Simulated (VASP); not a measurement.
# TePt (P6_3/mmc) in VASP: single point with LDA

Aim: the single point of TePt with LDA.

All numbers are computed with VASP 6.6.1; they aren't measurements. Logs are shortened: lines on timing, memory, paths and dates and some standing lists are left out, and cuts for length are marked.

### Step 1. The cell of the first run

Symmetry: P6_3/mmc, No. 194, hexagonal system. The conventional cell has a = 4.111 Å, b = 4.111 Å, c = 5.446 Å, α = 90.00°, β = 90.00°, γ = 120.00°. Te (site symmetry -6m2) has 6 Pt at 2.74 Å within 3.6 Å. Within 3.6 Å of Pt (site symmetry -3m) lie 2 Pt at 2.72 Å and 6 Te at 2.74 Å.

### Step 2. Single point, LDA

INCAR

```
SYSTEM = TePt
ALGO = Normal ; EDIFF = 1E-7
ENCUT = 520 ; ISIF = 2
ISMEAR = 0 ; LASPH = .True.
LCHARG = .True. ; LELF = .True.
LREAL = .False. ; LVHAR = .True.
LWAVE = .False. ; NBANDS = 24
NELM = 80 ; PREC = Accurate
SIGMA = 0.15
```

KPOINTS

```
k-points
0
Gamma
  15 15 10
  0 0 0
```

POSCAR

```
TePt
1.0
    4.1109998117      0.0000000000      0.0000000000
   -2.0554999058      3.5602302719      0.0000000000
    0.0000000000      0.0000000000      5.4460000000
Te Pt
2 2
Direct
    0.3333333333      0.6666666667      0.2500000000
    0.6666666667      0.3333333333      0.7500000000
    0.0000000000      0.0000000000      0.0000000000
    0.0000000000      0.0000000000      0.5000000000
```

Potentials or basis: VASP PAW LDA potentials, release 64 (Te, Pt).

Launch:

```sh
> cat potpaw_LDA.64/Te/POTCAR potpaw_LDA.64/Pt/POTCAR > POTCAR
> mpirun -np 1 vasp_std > vasp.out
```

OUTCAR:

```text
SYSTEM = TePt
   EDIFF = 1E-7
   ENCUT = 520
   ISIF = 2
   ISMEAR = 0
   LASPH = .True.
   LREAL = .False.
   NELM = 80
   PREC = Accurate

 ion  position               nearest neighbor table
   1  0.333  0.667  0.250-   3 2.74   4 2.74   3 2.74   4 2.74   3 2.74   4 2.74   2 3.61   2 3.61
                             2 3.61   2 3.61   2 3.61   2 3.61
   2  0.667  0.333  0.750-   3 2.74   4 2.74   3 2.74   4 2.74   3 2.74   4 2.74   1 3.61   1 3.61
                             1 3.61   1 3.61   1 3.61   1 3.61
   3  0.000  0.000  0.000-   4 2.72   4 2.72   1 2.74   2 2.74   1 2.74   2 2.74   2 2.74   1 2.74

   4  0.000  0.000  0.500-   3 2.72   3 2.72   1 2.74   2 2.74   1 2.74   2 2.74   2 2.74   1 2.74

  LATTYP: Found a hexagonal cell.
 ALAT       =     4.1109998117
 C/A-ratio  =     1.3247385671

  Lattice vectors:

 A1 = (   4.1109998117,   0.0000000000,   0.0000000000)
 A2 = (  -2.0554999058,   3.5602302719,   0.0000000000)
 A3 = (   0.0000000000,   0.0000000000,   5.4460000000)

Analysis of symmetry for initial positions (statically):
=====================================================================
 Subroutine PRICEL returns:
 Original cell was already a primitive cell.

 Routine SETGRP: Setting up the symmetry group for a
 hexagonal supercell.

 Subroutine GETGRP returns: Found 24 space group operations
 (whereof 12 operations were pure point group operations)
 out of a pool of 24 trial point group operations.

The static configuration has the point symmetry D_3d.
 The point group associated with its full space group is D_6h.

Analysis of symmetry for dynamics (positions and initial velocities):
=====================================================================
 Subroutine PRICEL returns:
 Original cell was already a primitive cell.

 Routine SETGRP: Setting up the symmetry group for a
 hexagonal supercell.

 Subroutine GETGRP returns: Found 24 space group operations
 (whereof 12 operations were pure point group operations)
 out of a pool of 24 trial point group operations.

The dynamic configuration has the point symmetry D_3d.
 The point group associated with its full space group is D_6h.

 Subroutine INISYM returns: Found 24 space group operations
 (whereof 12 operations are pure point group operations),
 and found     1 'primitive' translations

----------------------------------------------------------------------------------------

                                     Primitive cell

  volume of cell :      79.7082

  direct lattice vectors                    reciprocal lattice vectors
     4.110999812  0.000000000  0.000000000     0.243249829  0.140440354  0.000000000
    -2.055499906  3.560230272  0.000000000     0.000000000  0.280880708  0.000000000
     0.000000000  0.000000000  5.446000000     0.000000000  0.000000000  0.183621006

  length of vectors
     4.110999812  4.110999812  5.446000000     0.280880708  0.280880708  0.183621006

  position of ions in fractional coordinates (direct lattice)
     0.333333333  0.666666667  0.250000000
     0.666666667  0.333333333  0.750000000
     0.000000000  0.000000000  0.000000000
     0.000000000  0.000000000  0.500000000

  ion indices of the primitive-cell ions
   primitive index   ion index
                 1           1
                 2           2
                 3           3
                 4           4

----------------------------------------------------------------------------------------

 KPOINTS: k-points

Automatic generation of k-mesh.
 Grid dimensions read from file:
 generate k-points for:   15   15   10

 Generating k-lattice:

  Cartesian coordinates                     Fractional coordinates (reciprocal lattice)
     0.016216655  0.009362690  0.000000000     0.066666667  0.000000000  0.000000000
     0.000000000  0.018725381  0.000000000     0.000000000  0.066666667  0.000000000
     0.000000000  0.000000000  0.018362101     0.000000000  0.000000000  0.100000000

  Length of vectors
     0.018725381  0.018725381  0.018362101

  Shift w.r.t. Gamma in fractional coordinates (k-lattice)
     0.000000000  0.000000000  0.000000000

 Subroutine IBZKPT returns following result:
 ===========================================

 Found    162 irreducible k-points:

 Following reciprocal coordinates:
            Coordinates               Weight
  0.000000  0.000000  0.000000      1.000000
  0.066667  0.000000  0.000000      6.000000
  0.133333 -0.000000  0.000000      6.000000
  0.200000  0.000000  0.000000      6.000000
  0.266667 -0.000000  0.000000      6.000000
  0.333333 -0.000000  0.000000      6.000000
[... 16 lines left out ...]
  0.333333  0.200000  0.000000     12.000000
  0.400000  0.200000  0.000000      6.000000
 [... further k-points ...]
   k-points           NKPTS =    162   k-points in BZ     NKDIM =    162   number of bands    NBANDS=     24
   number of dos      NEDOS =    301   number of ions     NIONS =      4
   total plane-waves  NPLWV =  43008
   dimension x,y,z NGX =    32 NGY =   32 NGZ =   42
   dimension x,y,z NGXF=    64 NGYF=   64 NGZF=   84
   ions per type =               2   2
   NGX,Y,Z   is equivalent  to a cutoff of  12.94, 12.94, 12.82 a.u.
   NGXF,Y,Z  is equivalent  to a cutoff of  25.88, 25.88, 25.64 a.u.
 SYSTEM =  TePt
   PREC   = accura    normal or accurate (medium, high low for compatibility)
   ISTART =      0    job   : 0-new  1-cont  2-samecut
   ICHARG =      2    charge: 1-file 2-atom 10-const
   ISPIN  =      1    spin polarized calculation?
   LNONCOLLINEAR =      F non collinear calculations
   LSORBIT =      F    spin-orbit coupling
   LASPH  =      T    aspherical Exc in radial PAW
   ENCUT  =  520.0 eV  38.22 Ry    6.18 a.u.   7.64  7.64 10.13*2*pi/ulx,y,z
   NELM   =     80;   NELMIN=  2; NELMDL= -5     # of ELM steps
   EDIFF  = 0.1E-06   stopping-criterion for ELM
   LREAL  =      F    real-space projection
   EDIFFG = 0.1E-05   stopping-criterion for IOM
   NSW    =      0    number of steps for IOM
   IBRION =     -1    ionic relax: 0-MD 1-quasi-New 2-CG
   NFREE  =      0    steps in history (QN), initial steepest desc. (CG)
   ISIF   =      2    stress and relaxation
   ISYM   =      2    0-nonsym 1-usesym 2-fastsym
   POTIM  = 0.5000    time-step for ionic-motion
   TEBEG  =    0.0;   TEEND  =   0.0 temperature during run
   PSTRESS=    0.0 pullay stress
   NELECT =      32.0000    total number of electrons
   NUPDOWN=      -1.0000    fix difference up-down
   EMIN   =  10.00;   EMAX   =-10.00  energy-range for DOS
   EFERMI =   0.00;   METHOD = LEGACY
   ISMEAR =     0;   SIGMA  =   0.15  broadening in eV -4-tet -1-fermi 0-gaus
   EFERMI_NEDOS =   21; number of points for ismear=-14 and -15
   IALGO  =     38    algorithm
   IMIX   =      4    mixing-type and parameters
     AMIX     =   0.40;   BMIX     =  1.00
     AMIX_MAG =   1.60;   BMIX_MAG =  1.00
  volume/ion in A,a.u.               =      19.93       134.47
  Fermi-wavevector in a.u.,A,eV,Ry     =   1.207695  2.282212 19.844452  1.458526
  Thomas-Fermi vector in A             =   2.343325
   LORBIT       =      0    0 simple, 1 ext, 2 COOP (PROOUT), +10 PAW based schemes
   GGA     = CA    functional components
   LHFCALC =     F    Hartree Fock is set to
   AEXX    =    0.0000 exact exchange contribution
   IVDW    =     0    specifies the selected vdW correction
   LEPSILON=     F    determine dielectric tensor
   LRPA    =     F    only Hartree local field effects (RPA)
 non-spin polarized calculation
 Gauss-broadening in eV      SIGMA  =   0.15
  energy-cutoff  :      520.00
  volume of cell :       79.71
 maximum number of plane-waves:      2187
 NGX is ok and might be reduce to    32
   NGX = 15   NGY = 15   NGZ = 21

 number of electron      31.9999996 magnetization

 Free energy of the ion-electron system (eV)
  ---------------------------------------------------
  ext. energy  EPLUGINS =         0.00000000
  ---------------------------------------------------
  free energy    TOTEN  =       -23.38290927 eV

  energy without entropy =      -23.35884917  energy(sigma->0) =      -23.37087922

 E-fermi :  10.7734     XC(G=0): -11.7857

 val. band max:       10.7627551687   @ k =   0.2667   0.2000   0.2000
 cond. band min:      10.7818815813   @ k =   0.3333   0.1333   0.3000
 fundamental gap:      0.0191264126
 Fermi energy:        10.7733792289

 k-point     1 :       0.0000    0.0000    0.0000
  band No.  band energies     occupation
      1      -3.9984      2.00000
      2      -0.8736      2.00000
      3       2.8524      2.00000
      4       4.0053      2.00000
      5       4.0053      2.00000
      6       4.6124      2.00000
[... 16 lines left out ...]
     23      18.3186      0.00000
     24      18.3186      0.00000

 k-point     2 :       0.0667    0.0000    0.0000
  band No.  band energies     occupation
      1      -3.9491      2.00000
      2      -0.9079      2.00000
      3       2.9169      2.00000
      4       4.0229      2.00000
      5       4.0755      2.00000
      6       4.5901      2.00000
[... 16 lines left out ...]
     23      17.5577      0.00000
     24      18.0476      0.00000

 k-point     3 :       0.1333   -0.0000    0.0000
  band No.  band energies     occupation
      1      -3.8035      2.00000
      2      -1.0028      2.00000
      3       3.1079      2.00000
      4       4.0708      2.00000
      5       4.2731      2.00000
      6       4.5048      2.00000
[... 16 lines left out ...]
     23      16.4273      0.00000
     24      17.4608      0.00000

 k-point     4 :       0.2000    0.0000    0.0000
  band No.  band energies     occupation
      1      -3.5683      2.00000
      2      -1.1388      2.00000
      3       3.4175      2.00000
      4       4.1346      2.00000
      5       4.2718      2.00000
      6       4.5728      2.00000
[... 16 lines left out ...]
     23      16.8074      0.00000
     24      17.0232      0.00000

 k-point     5 :       0.2667   -0.0000    0.0000
  band No.  band energies     occupation
      1      -3.2570      2.00000
      2      -1.2961      2.00000
      3       3.8104      2.00000
      4       3.8270      2.00000
      5       4.1921      2.00000
      6       4.8804      2.00000
[... 16 lines left out ...]
     23      16.7305      0.00000
     24      17.9240      0.00000

 k-point     6 :       0.3333   -0.0000    0.0000
  band No.  band energies     occupation
      1      -2.8923      2.00000
      2      -1.4636      2.00000
      3       3.2078      2.00000
      4       4.2250      2.00000
      5       4.2905      2.00000
      6       4.9604      2.00000
[... 16 lines left out ...]
     23      17.2464      0.00000
     24      18.7990      0.00000
[... 379 lines left out ...]
 k-point    21 :       0.2000    0.2000    0.0000
  band No.  band energies     occupation
      1      -2.8145      2.00000
      2      -1.4690      2.00000
      3       3.2691      2.00000
      4       4.1530      2.00000
      5       4.4307      2.00000
      6       4.6107      2.00000
[... 16 lines left out ...]
     23      17.4847      0.00000
     24      18.6127      0.00000

 k-point    22 :       0.2667    0.2000    0.0000
  band No.  band energies     occupation
      1      -2.4748      2.00000
      2      -1.5928      2.00000
      3       2.8000      2.00000
      4       4.0958      2.00000
      5       4.4219      2.00000
      6       4.8789      2.00000
[... 16 lines left out ...]
     23      17.9783      0.00000
     24      19.0029      0.00000

 k-point    23 :       0.3333    0.2000    0.0000
  band No.  band energies     occupation
      1      -2.1581      2.00000
      2      -1.7268      2.00000
      3       2.4257      2.00000
      4       4.0279      2.00000
      5       4.3351      2.00000
      6       5.1775      2.00000
[... 16 lines left out ...]
     23      18.3305      0.00000
     24      18.9616      0.00000

 k-point    24 :       0.4000    0.2000    0.0000
  band No.  band energies     occupation
      1      -1.9342      2.00000
      2      -1.8765      2.00000
      3       2.2811      2.00000
      4       3.9991      2.00000
      5       4.3125      2.00000
      6       5.2354      2.00000
[... 16 lines left out ...]
     23      18.4511      0.00000
     24      18.7496      0.00000

 [... further k-points ...]

------------------------ aborting loop because EDIFF is reached ----------------------------------------

  FORCE on cell =-STRESS in cart. coord.  units (eV):
  Direction    XX          YY          ZZ          XY          YZ          ZX
  --------------------------------------------------------------------------------------
  -------------------------------------------------------------------------------------
  Total        4.6179718      4.6179718      4.2463170      0.0000000      0.0000000      0.0000000
  in kB       92.8236582     92.8236582     85.3532012      0.0000000      0.0000000      0.0000000
  external PRESSURE =      90.3335059 kB  Pullay stress =       0.0000000 kB

 VOLUME and BASIS-vectors are now :
 -----------------------------------------------------------------------------
  energy-cutoff  :      520.00
  volume of cell :       79.71
      direct lattice vectors                 reciprocal lattice vectors
     4.110999812  0.000000000  0.000000000     0.243249829  0.140440354  0.000000000
    -2.055499906  3.560230272  0.000000000     0.000000000  0.280880708  0.000000000
     0.000000000  0.000000000  5.446000000     0.000000000  0.000000000  0.183621006

 POSITION                                       TOTAL-FORCE (eV/Angst)
 -----------------------------------------------------------------------------------
     -0.00000      2.37349      1.36150         0.000000     -0.000000      0.000000
      2.05550      1.18674      4.08450        -0.000000      0.000000      0.000000
      0.00000      0.00000      0.00000         0.000000      0.000000      0.000000
      0.00000      0.00000      2.72300        -0.000000      0.000000      0.000000
 -----------------------------------------------------------------------------------
    total drift:                               -0.000000      0.000000     -0.000000

  FREE ENERGIE OF THE ION-ELECTRON SYSTEM (eV)
  ---------------------------------------------------
  free  energy   TOTEN  =       -23.3829092683 eV

  energy  without entropy=      -23.3588491652  energy(sigma->0) =      -23.37087922
```

It took 2.9 min on 1 thread of Intel Xeon Platinum 8375C at 2.90GHz (Ice Lake), shared host; peak memory 0.38 GiB.

Results:

```
Free energy            : -23.3829 eV
Pressure               : 9.0 GPa
Band gap on the k mesh : zero (band 16 reaches 11.83 eV, above the bottom of band 17 at 10.23 eV)
```

Levels at points of the mesh, in eV from the Fermi level:
```
           k point  band 13  band 14  band 15  band 16  band 17  band 18  band 19  band 20
(0.00, 0.00, 0.00)    -1.79    -1.79     0.20     0.61     1.49     2.13     2.44     2.44
(0.00, 0.00, 0.50)    -2.71    -2.71     1.06     1.06     1.06     1.06     4.32     4.32
```

Caveat: spin-orbit coupling is left out, which moves the levels of the heavy elements.
